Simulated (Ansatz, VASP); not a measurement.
Si: VASP beside Ansatz

```
Si
1.0
    -1.33503    1.33503    1.33503
     1.33503   -1.33503    1.33503
     1.33503    1.33503   -1.33503
Si
1
Direct
  0.00000 0.00000 0.00000
```

Change from the starting cell: volume scaled by 0.65, PAW files.

Alike in both runs: task single point; functional PBE; k mesh 17 × 17 × 17; occupations fermi-dirac, width 0.05 eV; no spin polarisation.

|  | VASP | Ansatz |
| --- | --- | --- |
| version | VASP 6.6.1 | Ansatz 0.2.0 |
| potentials or method | VASP PAW PBE potentials, release 64 (Si) | PAW with Ansatz's default frozen-core files, scalar-relativistic |
| plane-wave cutoff (eV) | 520 | 420 |
| valence electrons in the cell | 4 | 4 |

|  | VASP | Ansatz | Ansatz less VASP |
| --- | --- | --- | --- |
| pressure (GPa) | 98.6 | 99.1 | +0.47 |

Both programs put the cell under a high pressure, so it lies far from rest at this level. With one functional, cell and mesh, what is left measures potentials, basis and numerics.

Noted on VASP's run: the cell as given lies far from equilibrium.
